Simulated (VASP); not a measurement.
A run of VASP 6.6.1 is set up as follows.

INCAR

```
PREC = Accurate
ENCUT = 520
EDIFF = 1E-7
ISMEAR = -4
SIGMA = 0.1
LREAL = F
LASPH = T
NELM = 150
ALGO = Normal
ISIF = 2
LWAVE = F
LCHARG = F
MAGMOM = 0 0 0 0 0 0
LORBIT = 11
LSORBIT = T
GGA_COMPAT = F
LORBMOM = T
LMAXMIX = 4
GGA = CA
NBANDS = 35
```

File KPOINTS:

```
Automatic mesh
0
Gamma
  10 10 10
```

The input POSCAR:

```
YHg
1.0
    3.6247344006      0.0000000000      0.0000000000
    0.0000000000      3.6247344006      0.0000000000
    0.0000000000      0.0000000000      3.6247344006
Y Hg
1 1
Direct
    0.5000000000      0.5000000000      0.5000000000
    0.0000000000      0.0000000000      0.0000000000
```

Potentials or basis: VASP PAW LDA potentials, release 64 (Y_sv, Hg).

Run with:

```console
$ cat potpaw_LDA.64/Y_sv/POTCAR potpaw_LDA.64/Hg/POTCAR > POTCAR
$ mpirun -np 1 vasp_ncl > vasp.out
```

Question: What does it give for the pressure?

Answer: -0.1 GPa.

Question: Predict the net moment.

Answer: 0.00 μB per cell.

Moments on the atoms (μB; x, y, z):
```
Y   0.00 0.00 0.00
Hg  0.00 0.00 0.00
```
